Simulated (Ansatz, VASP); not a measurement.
# Two plane-wave programs on Zr

```xyz
2
Lattice="3.2300 0.0000 0.0000 -1.6150 2.7973 0.0000 0.0000 0.0000 5.1454" Properties=species:S:1:pos:R:3 pbc="T T T"
Zr    0.0000    1.8648    3.8590
Zr    1.6150    0.9324    1.2863
```

Alike in both runs: task relaxation of cell and atoms; functional PBE; k mesh 16 × 16 × 8; occupations gaussian, width 0.05 eV; no spin polarisation.

|  | VASP | Ansatz |
| --- | --- | --- |
| version | VASP 6.6.1 | Ansatz 0.2.0 |
| potentials or method | VASP PAW PBE potentials, release 64 (Zr_sv), cutoff 600 eV | scalar-relativistic, plane waves, PAW |
| valence electrons in the cell | 24 | 24 |

```tsv
	VASP	Ansatz	Ansatz less VASP
gap on the k mesh at the Fermi level, each at its own relaxed structure (eV)	none	none	-
relaxed volume (Å³/atom)	23.40	23.38	-0.012
relaxed cell length with the largest relative difference (Å)	3.235	3.234	-0.0009
```

A gap of «none» marks a metal or a gap that the smearing closes.
